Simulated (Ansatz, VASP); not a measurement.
# One calculation of RbCaBr3, two programs

The input INCAR:

```
  ALGO = Normal
  EDIFF = 1E-6
  ENCUT = 520
  ISIF = 2
  ISMEAR = 0
  LASPH = T
  LCHARG = F
  LREAL = F
  LWAVE = F
  NBANDS = 28
  NELM = 100
  PREC = Accurate
  SIGMA = 0.05
```

The input KPOINTS:

```
k-points
0
Gamma
  4 4 4
```

POSCAR

```
RbCaBr3
1.0
    5.5645893000      0.0000000000      0.0000000000
    0.0000000000      5.5645893000      0.0000000000
    0.0000000000      0.0000000000      5.7366900000
Rb Ca Br
1 1 3
Direct
    0.5000000000      0.5000000000      0.5000000000
    0.0000000000      0.0000000000      0.0000000000
    0.5000000000      0.0000000000      0.0000000000
    0.0000000000      0.5000000000      0.0000000000
    0.0000000000      0.0000000000      0.5000000000
```

Input for Ansatz:

```yaml
crystal:
  lattice:
    - [5.5645893, 0.0, 0.0]
    - [0.0, 5.5645893, 0.0]
    - [0.0, 0.0, 5.73669]
  atoms:
    - { symbol: Rb, position: [0.5, 0.5, 0.5] }
    - { symbol: Ca, position: [0.0, 0.0, 0.0] }
    - { symbol: Br, position: [0.5, 0.0, 0.0] }
    - { symbol: Br, position: [0.0, 0.5, 0.0] }
    - { symbol: Br, position: [0.0, 0.0, 0.5] }
basis:
  ecutwfc: 420
kpoints:
  mp_grid: { grid: [4, 4, 4] }
hamiltonian:
  xc: lda
scf:
  occupations: { method: gaussian, width: 0.05 }
output:
  forces: true
  stress: true
  eigenvalues: true
```

Change from the starting cell: strain -0.030 along x and y, +0.000 along z, atoms carried along.

Alike in both runs: task single point; functional LDA; k mesh 4 × 4 × 4; occupations gaussian, width 0.05 eV; no spin polarisation.

```csv
,VASP,Ansatz
version,VASP 6.6.1,Ansatz 0.2.0
potentials or method,"VASP PAW LDA potentials, release 64 (Rb_sv, Ca_sv, Br), cutoff 520 eV","scalar-relativistic, plane waves, PAW"
valence electrons in the cell,40,40
```

|  | VASP | Ansatz | Ansatz less VASP |
| --- | --- | --- | --- |
| gap on the k mesh at the Fermi level (eV) | 3.75 | 3.74 | -0.011 |
| least direct gap on the mesh (eV) | 4.09 | 4.08 | -0.009 |
| pressure (GPa) | -1.3 | -1.4 | -0.08 |
| traceless stress, the component that is largest in VASP (GPa) | -0.78 | -0.77 | +0.016 |

LDA's correlation is that of Perdew and Zunger in VASP and of Perdew and Wang (1992) in Ansatz.
